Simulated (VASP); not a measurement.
A run of VASP 6.6.1 is set up as follows.

File POSCAR:

```
ZrH3
1.0
    3.1260380000      0.0000000000      0.0000000000
    0.0000000000      3.1260380000      0.0000000000
    0.0000000000      0.0000000000      3.1260380000
Zr H
1 3
Direct
    0.0000000000      0.0000000000      0.0000000000
    0.0000000000      0.5000000000      0.5000000000
    0.5000000000      0.0000000000      0.5000000000
    0.5000000000      0.5000000000      0.0000000000
```

File INCAR.step1:

```
PREC = Accurate ; ENCUT = 550
ISMEAR = -1 ; SIGMA = 0.05
LREAL = False ; LASPH = True
NELM = 120 ; NBANDS = 16
GGA = PE ; ALGO = Normal
EDIFF = 1E-5 ; LWAVE = True
LCHARG = False ; GGA_COMPAT = False
```

INCAR.step2

```
PREC = Accurate ; ENCUT = 550
EDIFF = 1E-6 ; ISMEAR = -1
SIGMA = 0.05 ; LREAL = False
LASPH = True ; NELM = 120
ALGO = Normal ; ISIF = 2
LWAVE = False ; LCHARG = False
METAGGA = R2SCAN ; LMIXTAU = True
NBANDS = 16 ; ISTART = 1
GGA_COMPAT = False
```

The input KPOINTS:

```
Automatic mesh
0
Gamma
  7 7 7
```

Potentials or basis: VASP PAW PBE potentials, release 64 (Zr_sv, H).

The run is started by

```console
$ cat potpaw_PBE.64/Zr_sv/POTCAR potpaw_PBE.64/H/POTCAR > POTCAR
$ cp INCAR.step1 INCAR
$ mpirun -np 1 vasp_std > vasp.out
$ cp INCAR.step2 INCAR
$ mpirun -np 1 vasp_std > vasp.out
```

Problem. What does it give for the pressure?

Solution. -1.6 GPa.

Caveat: the PAW data sets were made with another functional, which shifts forces and pressure a little.
